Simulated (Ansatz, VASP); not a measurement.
# Au in VASP and in Ansatz

INCAR

```
SYSTEM = Au
PREC = Accurate
ENCUT = 520
EDIFF = 1E-6
ISMEAR = -1
SIGMA = 0.1
LREAL = .FALSE.
LASPH = .TRUE.
NELM = 80
ALGO = Normal
ISIF = 2
LWAVE = .FALSE.
LCHARG = .FALSE.
NBANDS = 18
```

KPOINTS

```
regular mesh
0
G
  12 12 12
  0 0 0
```

File POSCAR:

```
Au
1.0
    0.0000000000      2.8939891950      2.8939891950
    2.8939891950      0.0000000000      2.8939891950
    2.8939891950      2.8939891950      0.0000000000
Au
2
Direct
   -0.1250000000     -0.1250000000     -0.1250000000
    0.1250000000      0.1250000000      0.1250000000
```

Input for Ansatz:

```yaml
crystal:
  lattice:
    - [0.0, 2.893989195, 2.893989195]
    - [2.893989195, 0.0, 2.893989195]
    - [2.893989195, 2.893989195, 0.0]
  atoms:
    - { symbol: Au, position: [-0.125, -0.125, -0.125] }
    - { symbol: Au, position: [0.125, 0.125, 0.125] }
kpoints:
  mp_grid: { grid: [12, 12, 12] }
scf:
  occupations: { method: fermi_dirac, width: 0.1 }
hamiltonian:
  xc: lda
  pseudopotentials: { kind: paw }
output:
  forces: true
  stress: true
  eigenvalues: true
  populations: true
```

Change from the starting cell: volume scaled by 0.92, PAW files.

Alike in both runs: task single point; functional LDA; k mesh 12 × 12 × 12; occupations fermi-dirac, width 0.1 eV; no spin polarisation.

|  | VASP | Ansatz |
| --- | --- | --- |
| version | VASP 6.6.1 | Ansatz 0.2.0 |
| potentials or method | VASP PAW LDA potentials, release 64 (Au) | PAW with Ansatz's default frozen-core files, scalar-relativistic |
| plane-wave cutoff (eV) | 520 | 420 |
| valence electrons in the cell | 22 | 38 |

Ansatz gave:

```
pressure (GPa) : 8.5
```

What did VASP give for the same quantities?

Pressure (GPa): 8.8.

LDA's correlation is that of Perdew and Zunger in VASP and of Perdew and Wang (1992) in Ansatz. VASP's potentials hold 22 valence electrons a cell and Ansatz's 38, so a difference there can come from the potentials and not from the codes.

Neither program's run includes spin-orbit coupling.
